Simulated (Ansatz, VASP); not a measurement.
# ZnO: VASP beside Ansatz

INCAR

```
SYSTEM = ZnO
PREC     = Accurate       ! precision mode
ENCUT    = 910            ! plane-wave cutoff, eV
EDIFF    = 1E-6           ! SCF threshold, eV
ISMEAR   = 0              ! smearing method
SIGMA    = 0.05           ! smearing width, eV
LREAL    = .FALSE.        ! projectors in reciprocal space
LASPH    = .TRUE.         ! aspherical terms in the spheres
NELM     = 120            ! most SCF steps
ALGO     = Normal         ! electronic algorithm
ISIF     = 2              ! what is computed and relaxed
LWAVE    = .FALSE.        ! write WAVECAR
LCHARG   = .FALSE.        ! write CHGCAR
GGA      = PE             ! functional
NBANDS   = 26             ! bands
GGA_COMPAT= .FALSE.
```

Contents of KPOINTS:

```
regular mesh
0
G
  12 12 6
  0 0 0
```

File POSCAR:

```
ZnO
1.0
    3.2493987239      0.0000000000      0.0000000000
   -1.6246993619      2.8140618419      0.0000000000
    0.0000000000      0.0000000000      5.2038000000
Zn O
2 2
Direct
    0.3333333333      0.6666666667      0.0000000000
    0.6666666667      0.3333333333      0.5000000000
    0.3333333333      0.6666666667      0.3821000000
    0.6666666667      0.3333333333      0.8821000000
```

Input for Ansatz:

```yaml
crystal:
  lattice:
    - [3.2493987239, 0.0, 0.0]
    - [-1.6246993619, 2.8140618419, 0.0]
    - [0.0, 0.0, 5.2038]
  atoms:
    - { symbol: Zn, position: [0.3333333333, 0.6666666667, 0.0] }
    - { symbol: Zn, position: [0.6666666667, 0.3333333333, 0.5] }
    - { symbol: O, position: [0.3333333333, 0.6666666667, 0.3821] }
    - { symbol: O, position: [0.6666666667, 0.3333333333, 0.8821] }
basis:
  ecutwfc: 420
kpoints:
  mp_grid: { grid: [12, 12, 6] }
hamiltonian:
  xc: pbe
scf:
  occupations: { method: gaussian, width: 0.05 }
output:
  forces: true
  stress: true
  eigenvalues: true
  write_density: true
  write_potential: true
  elf: true
  volumetric_format: npy
```

Alike in both runs: task single point; functional PBE; k mesh 12 × 12 × 6; occupations gaussian, width 0.05 eV; no spin polarisation.

|  | VASP | Ansatz |
| --- | --- | --- |
| version | VASP 6.6.1 | Ansatz 0.2.0 |
| potentials or method | VASP PAW PBE potentials, release 64 (Zn, O_h), cutoff 910 eV | scalar-relativistic, plane waves, PAW |
| valence electrons in the cell | 36 | 36 |

Ansatz gave:

```
gap on the k mesh at the Fermi level (eV) : 0.80
least direct gap on the mesh (eV)         : 0.80
rms of the force components (eV/Å)        : 0.018
```

What did VASP give for the same quantities?

gap on the k mesh at the Fermi level (eV): 0.79; least direct gap on the mesh (eV): 0.79; rms of the force components (eV/Å): 0.019.

Atom by atom the forces differ by 0.001 eV/Å (rms over components).

Noted on VASP's run: the cutoff is short for stress, so the pressure is rough.
